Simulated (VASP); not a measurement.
# SiC (F-43m) in VASP: notebook

Runs on SiC. Level: PBE. Tasks: single point.

All numbers are computed with VASP 6.6.1; they aren't measurements. Logs are shortened: lines on timing, memory, paths and dates and some standing lists are left out, and cuts for length are marked.

### Step 1. The cell of the first run

It takes space group F-43m (No. 216, cubic). Conventional cell: a = 4.134 Å, b = 4.134 Å, c = 4.134 Å, α = 90.00°, β = 90.00°, γ = 90.00°. Si (site symmetry -43m) has 4 C at 1.79 Å within 2.4 Å. Within 2.4 Å of C (site symmetry -43m) lie 4 Si at 1.79 Å.

### Step 2. Single point, PBE (strain -5.1%)

The input, INCAR:

```
SYSTEM = SiC
ALGO = Normal ; EDIFF = 1E-6
ENCUT = 520 ; GGA = PE
ISIF = 2 ; ISMEAR = -1
LASPH = .True. ; LCHARG = .True.
LELF = .True. ; LREAL = .False.
LVHAR = .True. ; LWAVE = .False.
NBANDS = 11 ; NELM = 80
PREC = Accurate ; SIGMA = 0.02
```

The input, KPOINTS:

```
k-points
0
Gamma
  10 10 10
  0 0 0
```

The input, POSCAR:

```
SiC
1.0
    0.0000000000      2.0667514139      2.0667514139
    2.0667514139      0.0000000000      2.0667514139
    2.0667514139      2.0667514139      0.0000000000
Si C
1 1
Direct
    0.2500000000      0.2500000000      0.2500000000
    0.0000000000      0.0000000000      0.0000000000
```

Potentials or basis: VASP PAW PBE potentials, release 64 (Si, C).

Started as:

```sh
$ cat potpaw_PBE.64/Si/POTCAR potpaw_PBE.64/C/POTCAR > POTCAR
$ mpirun -np 1 vasp_std > vasp.out
```

OUTCAR:

```text
SYSTEM = SiC
   EDIFF = 1E-6
   ENCUT = 520
   GGA = PE
   ISIF = 2
   ISMEAR = -1
   LASPH = .True.
   LREAL = .False.
   NELM = 80
   PREC = Accurate

 ion  position               nearest neighbor table
   1  0.250  0.250  0.250-   2 1.79   2 1.79   2 1.79   2 1.79
   2  0.000  0.000  0.000-   1 1.79   1 1.79   1 1.79   1 1.79

  LATTYP: Found a face centered cubic cell.
 ALAT       =     4.1335028278

  Lattice vectors:

 A1 = (   0.0000000000,   2.0667514139,   2.0667514139)
 A2 = (   2.0667514139,   0.0000000000,   2.0667514139)
 A3 = (   2.0667514139,   2.0667514139,   0.0000000000)

Analysis of symmetry for initial positions (statically):
=====================================================================
 Subroutine PRICEL returns:
 Original cell was already a primitive cell.

 Routine SETGRP: Setting up the symmetry group for a
 face centered cubic supercell.

 Subroutine GETGRP returns: Found 24 space group operations
 (whereof 24 operations were pure point group operations)
 out of a pool of 48 trial point group operations.

The static configuration has the point symmetry T_d .

Analysis of symmetry for dynamics (positions and initial velocities):
=====================================================================
 Subroutine PRICEL returns:
 Original cell was already a primitive cell.

 Routine SETGRP: Setting up the symmetry group for a
 face centered cubic supercell.

 Subroutine GETGRP returns: Found 24 space group operations
 (whereof 24 operations were pure point group operations)
 out of a pool of 48 trial point group operations.

The dynamic configuration has the point symmetry T_d .

 Subroutine INISYM returns: Found 24 space group operations
 (whereof 24 operations are pure point group operations),
 and found     1 'primitive' translations

----------------------------------------------------------------------------------------

                                     Primitive cell

  volume of cell :      17.6561

  direct lattice vectors                    reciprocal lattice vectors
     0.000000000  2.066751414  2.066751414    -0.241925563  0.241925563  0.241925563
     2.066751414  0.000000000  2.066751414     0.241925563 -0.241925563  0.241925563
     2.066751414  2.066751414  0.000000000     0.241925563  0.241925563 -0.241925563

  length of vectors
     2.922827880  2.922827880  2.922827880     0.419027367  0.419027367  0.419027367

  position of ions in fractional coordinates (direct lattice)
     0.250000000  0.250000000  0.250000000
     0.000000000  0.000000000  0.000000000

  ion indices of the primitive-cell ions
   primitive index   ion index
                 1           1
                 2           2

----------------------------------------------------------------------------------------

 KPOINTS: k-points

Automatic generation of k-mesh.
 Grid dimensions read from file:
 generate k-points for:   10   10   10

 Generating k-lattice:

  Cartesian coordinates                     Fractional coordinates (reciprocal lattice)
    -0.024192556  0.024192556  0.024192556     0.100000000  0.000000000  0.000000000
     0.024192556 -0.024192556  0.024192556     0.000000000  0.100000000  0.000000000
     0.024192556  0.024192556 -0.024192556     0.000000000  0.000000000  0.100000000

  Length of vectors
     0.041902737  0.041902737  0.041902737

  Shift w.r.t. Gamma in fractional coordinates (k-lattice)
     0.000000000  0.000000000  0.000000000

 Subroutine IBZKPT returns following result:
 ===========================================

 Found     47 irreducible k-points:

 Following reciprocal coordinates:
            Coordinates               Weight
  0.000000  0.000000  0.000000      1.000000
  0.100000  0.000000  0.000000      8.000000
  0.200000  0.000000  0.000000      8.000000
  0.300000  0.000000  0.000000      8.000000
  0.400000  0.000000  0.000000      8.000000
  0.500000  0.000000  0.000000      4.000000
[... 16 lines left out ...]
  0.300000  0.300000  0.000000      6.000000
  0.400000  0.300000  0.000000     24.000000
 [... further k-points ...]
   k-points           NKPTS =     47   k-points in BZ     NKDIM =     47   number of bands    NBANDS=     11
   number of dos      NEDOS =    301   number of ions     NIONS =      2
   total plane-waves  NPLWV =  13824
   dimension x,y,z NGX =    24 NGY =   24 NGZ =   24
   dimension x,y,z NGXF=    48 NGYF=   48 NGZF=   48
   ions per type =               1   1
   NGX,Y,Z   is equivalent  to a cutoff of  13.65, 13.65, 13.65 a.u.
   NGXF,Y,Z  is equivalent  to a cutoff of  27.30, 27.30, 27.30 a.u.
 SYSTEM =  SiC
   PREC   = accura    normal or accurate (medium, high low for compatibility)
   ISTART =      0    job   : 0-new  1-cont  2-samecut
   ICHARG =      2    charge: 1-file 2-atom 10-const
   ISPIN  =      1    spin polarized calculation?
   LNONCOLLINEAR =      F non collinear calculations
   LSORBIT =      F    spin-orbit coupling
   LASPH  =      T    aspherical Exc in radial PAW
   ENCUT  =  520.0 eV  38.22 Ry    6.18 a.u.   5.43  5.43  5.43*2*pi/ulx,y,z
   NELM   =     80;   NELMIN=  2; NELMDL= -5     # of ELM steps
   EDIFF  = 0.1E-05   stopping-criterion for ELM
   LREAL  =      F    real-space projection
[... 7 lines left out ...]
   TEBEG  =    0.0;   TEEND  =   0.0 temperature during run
   PSTRESS=    0.0 pullay stress
   NELECT =       8.0000    total number of electrons
   NUPDOWN=      -1.0000    fix difference up-down
   EMIN   =  10.00;   EMAX   =-10.00  energy-range for DOS
   EFERMI =   0.00;   METHOD = LEGACY
   ISMEAR =    -1;   SIGMA  =   0.02  broadening in eV -4-tet -1-fermi 0-gaus
   EFERMI_NEDOS =   21; number of points for ismear=-14 and -15
   IALGO  =     38    algorithm
   IMIX   =      4    mixing-type and parameters
     AMIX     =   0.40;   BMIX     =  1.00
     AMIX_MAG =   1.60;   BMIX_MAG =  1.00
  volume/ion in A,a.u.               =       8.83        59.57
  Fermi-wavevector in a.u.,A,eV,Ry     =   1.257399  2.376140 21.511536  1.581053
  Thomas-Fermi vector in A             =   2.391060
   LORBIT       =      0    0 simple, 1 ext, 2 COOP (PROOUT), +10 PAW based schemes
   GGA     = PE    functional components
   LHFCALC =     F    Hartree Fock is set to
   AEXX    =    0.0000 exact exchange contribution
   IVDW    =     0    specifies the selected vdW correction
   LEPSILON=     F    determine dielectric tensor
   LRPA    =     F    only Hartree local field effects (RPA)
 non-spin polarized calculation
  energy-cutoff  :      520.00
  volume of cell :       17.66
 maximum number of plane-waves:       531
 NGX is ok and might be reduce to    24
   NGX = 11   NGY = 11   NGZ = 11

 number of electron       8.0000001 magnetization

 Free energy of the ion-electron system (eV)
  ---------------------------------------------------
  ext. energy  EPLUGINS =         0.00000000
  ---------------------------------------------------
  free energy    TOTEN  =       -14.59357363 eV

  energy without entropy =      -14.59357363  energy(sigma->0) =      -14.59357363

 E-fermi :  10.4333     XC(G=0): -12.0631

 val. band max:        9.9872579871   @ k =   0.0000   0.0000   0.0000
 cond. band min:      11.1795314045   @ k =   0.5000   0.5000   0.0000
 fundamental gap:      1.1922734174
 Fermi energy:        10.4333434465

 k-point     1 :       0.0000    0.0000    0.0000
  band No.  band energies     occupation
      1      -6.7148      2.00000
      2       9.9873      2.00000
      3       9.9873      2.00000
      4       9.9873      2.00000
      5      18.1123      0.00000
      6      18.4933      0.00000
      7      18.4933      0.00000
      8      18.4933      0.00000
      9      25.4726      0.00000
     10      25.4726      0.00000
     11      28.5971      0.00000

 k-point     2 :       0.1000    0.0000    0.0000
  band No.  band energies     occupation
      1      -6.4937      2.00000
      2       8.9501      2.00000
      3       9.8513      2.00000
      4       9.8513      2.00000
      5      18.0389      0.00000
      6      18.7600      0.00000
      7      18.7600      0.00000
      8      19.0879      0.00000
      9      24.3857      0.00000
     10      24.3857      0.00000
     11      27.6509      0.00000

 k-point     3 :       0.2000    0.0000    0.0000
  band No.  band energies     occupation
      1      -5.8385      2.00000
      2       6.6776      2.00000
      3       9.5381      2.00000
      4       9.5381      2.00000
      5      17.6300      0.00000
      6      19.0649      0.00000
      7      19.0649      0.00000
      8      20.3432      0.00000
      9      23.6952      0.00000
     10      23.6952      0.00000
     11      26.7791      0.00000

 k-point     4 :       0.3000    0.0000    0.0000
  band No.  band energies     occupation
      1      -4.7819      2.00000
      2       4.1269      2.00000
      3       9.2144      2.00000
      4       9.2144      2.00000
      5      17.2399      0.00000
      6      18.6752      0.00000
      7      18.6752      0.00000
      8      21.0338      0.00000
      9      24.8160      0.00000
     10      24.8160      0.00000
     11      26.8424      0.00000
[... 239 lines left out ...]
 k-point    22 :      -0.2000    0.2000    0.0000
  band No.  band energies     occupation
      1      -4.4301      2.00000
      2       4.9176      2.00000
      3       6.4755      2.00000
      4       9.3522      2.00000
      5      17.3149      0.00000
      6      19.3588      0.00000
      7      19.4395      0.00000
      8      20.6764      0.00000
      9      22.2498      0.00000
     10      27.1486      0.00000
     11      30.8990      0.00000

 k-point    23 :       0.3000    0.3000    0.0000
  band No.  band energies     occupation
      1      -4.1351      2.00000
      2       5.5735      2.00000
      3       7.4059      2.00000
      4       7.4059      2.00000
      5      13.4002      0.00000
      6      16.2314      0.00000
      7      23.1732      0.00000
      8      23.1732      0.00000
      9      24.4440      0.00000
     10      28.3750      0.00000
     11      33.6140      0.00000

 k-point    24 :       0.4000    0.3000    0.0000
  band No.  band energies     occupation
      1      -3.1356      2.00000
      2       4.2121      2.00000
      3       6.5246      2.00000
      4       7.1206      2.00000
      5      12.9619      0.00000
      6      16.3052      0.00000
      7      23.4271      0.00000
      8      23.4915      0.00000
      9      25.7747      0.00000
     10      29.6215      0.00000
     11      33.6583      0.00000

 [... further k-points ...]
[... 5 lines left out ...]
  --------------------------------------------------------------------------------------
  -------------------------------------------------------------------------------------
  Total        5.6645914      5.6645914      5.6645914     -0.0000000      0.0000000     -0.0000000
  in kB      514.0252442    514.0252442    514.0252442     -0.0000000      0.0000000     -0.0000000
  external PRESSURE =     514.0252442 kB  Pullay stress =       0.0000000 kB

 VOLUME and BASIS-vectors are now :
 -----------------------------------------------------------------------------
  energy-cutoff  :      520.00
  volume of cell :       17.66
      direct lattice vectors                 reciprocal lattice vectors
     0.000000000  2.066751414  2.066751414    -0.241925563  0.241925563  0.241925563
     2.066751414  0.000000000  2.066751414     0.241925563 -0.241925563  0.241925563
     2.066751414  2.066751414  0.000000000     0.241925563  0.241925563 -0.241925563

 POSITION                                       TOTAL-FORCE (eV/Angst)
 -----------------------------------------------------------------------------------
      1.03338      1.03338      1.03338        -0.000000     -0.000000     -0.000000
      0.00000      0.00000      0.00000         0.000000      0.000000      0.000000
 -----------------------------------------------------------------------------------
    total drift:                               -0.000000     -0.000000     -0.000000

  FREE ENERGIE OF THE ION-ELECTRON SYSTEM (eV)
  ---------------------------------------------------
  free  energy   TOTEN  =       -14.5935736280 eV

  energy  without entropy=      -14.5935736280  energy(sigma->0) =      -14.59357363
```

Wall time 4.4 s (1 thread of Intel Xeon Platinum 8481C at 2.70GHz (Sapphire Rapids), shared host); peak memory 0.13 GiB.

Results:

* Free energy: -14.5936 eV
* Pressure: 51.4 GPa
* Band gap on the k mesh: 1.19 eV, indirect (least direct gap 4.68 eV)

Caveat: the cell differs from its parent crystal (strain -5.1%). A k mesh can miss the band edges.

### Step 3. Single point, PBE

This run uses another cell than the first one, of 10.33 Å³/atom, 1.170 times its volume.

The input, INCAR:

```
ALGO = Normal
EDIFF = 1E-6
ENCUT = 520
GGA = PE
ISIF = 2
ISMEAR = -1
LASPH = T
LCHARG = F
LREAL = F
LWAVE = F
NBANDS = 11
NELM = 80
PREC = Accurate
SIGMA = 0.02
```

The input, KPOINTS:

```
k-points
0
Gamma
  10 10 10
```

The input, POSCAR:

```
SiC
1.0
    0.0000000000      2.1780497564      2.1780497564
    2.1780497564      0.0000000000      2.1780497564
    2.1780497564      2.1780497564      0.0000000000
Si C
1 1
Direct
    0.2500000000      0.2500000000      0.2500000000
    0.0000000000      0.0000000000      0.0000000000
```

Potentials or basis: VASP PAW PBE potentials, release 64 (Si, C).

Started as:

```sh
$ cat potpaw_PBE.64/Si/POTCAR potpaw_PBE.64/C/POTCAR > POTCAR
$ mpirun -np 1 vasp_std > vasp.out
```

Run time: 3.9 s. Hardware: 1 thread of Intel Xeon Platinum 8481C at 2.70GHz (Sapphire Rapids), shared host; peak memory 0.13 GiB.

Results (log left out):

```yaml
Free_energy: -15.0571 eV
Pressure: 3.5 GPa
Band_gap_on_the_k_mesh: 1.36 eV, indirect (least direct gap 4.54 eV)
```

Levels at points of the mesh, in eV from the valence-band top:
```
           k point  band 1  band 2  band 3  band 4  band 5  band 6  band 7  band 8
(0.00, 0.00, 0.00)  -15.41    0.00    0.00    0.00    6.25    7.32    7.32    7.32
(0.50, 0.00, 0.00)  -11.84   -8.54   -1.05   -1.05    5.45    7.23    7.23   10.06
(0.50, 0.50, 0.00)  -10.39   -7.80   -3.19   -3.19    1.36    4.33   14.05   14.05
```

A k mesh can miss the band edges.
